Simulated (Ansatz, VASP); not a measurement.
# Two plane-wave programs on InSb

Contents of INCAR:

```
SYSTEM = InSb
ALGO = Normal
EDIFF = 1E-6
ENCUT = 520
GGA = PS
ISIF = 2
ISMEAR = 0
LASPH = .TRUE.
LCHARG = .TRUE.
LELF = .TRUE.
LREAL = .FALSE.
LVHAR = .TRUE.
LWAVE = .FALSE.
NBANDS = 16
NELM = 100
PREC = Accurate
SIGMA = 0.15
```

The input KPOINTS:

```
k-points
0
G
  16 16 16
  0 0 0
```

File POSCAR:

```
InSb
1.0
   -0.6660737887      2.7791354632      2.7791354632
    2.7791354632     -0.6660737887      2.7791354632
    2.7791354632      2.7791354632     -0.6660737887
In Sb
1 1
Direct
    0.0000000000      0.0000000000      0.0000000000
    0.5000000000      0.5000000000      0.5000000000
```

Input for Ansatz:

```yaml
crystal:
  lattice:
    - [-0.6660737887, 2.7791354632, 2.7791354632]
    - [2.7791354632, -0.6660737887, 2.7791354632]
    - [2.7791354632, 2.7791354632, -0.6660737887]
  atoms:
    - { symbol: In, position: [0.0, 0.0, 0.0] }
    - { symbol: Sb, position: [0.5, 0.5, 0.5] }
basis:
  ecutwfc: 420
kpoints:
  mp_grid: { grid: [16, 16, 16] }
hamiltonian:
  xc: pbesol
scf:
  occupations: { method: gaussian, width: 0.15 }
output:
  forces: true
  stress: true
  eigenvalues: true
  write_density: true
  write_potential: true
  elf: true
  volumetric_format: npy
```

Alike in both runs: task single point; functional PBEsol; k mesh 16 × 16 × 16; occupations gaussian, width 0.15 eV; no spin polarisation.

|  | VASP | Ansatz |
| --- | --- | --- |
| version | VASP 6.6.1 | Ansatz 0.2.0 |
| potentials or method | VASP PAW PBE potentials, release 64 (In_d, Sb), cutoff 520 eV | scalar-relativistic, plane waves, PAW |
| valence electrons in the cell | 18 | 28 |

|  | VASP | Ansatz | Ansatz less VASP |
| --- | --- | --- | --- |
| gap on the k mesh at the Fermi level (eV) | none | none | - |
| pressure (GPa) | -3.2 | -3.1 | +0.02 |
| traceless stress, the component that is largest in VASP (GPa) | 1.04 | 1.05 | +0.010 |

VASP's potentials were made for PBE, not for PBEsol. A gap of «none» marks a metal or a gap that the smearing closes. The functional is the same, so the differences come from potentials, cutoffs and numerics. VASP's potentials hold 18 valence electrons a cell and Ansatz's 28, so a difference there can come from the potentials and not from the codes.

Neither program's run includes spin-orbit coupling.
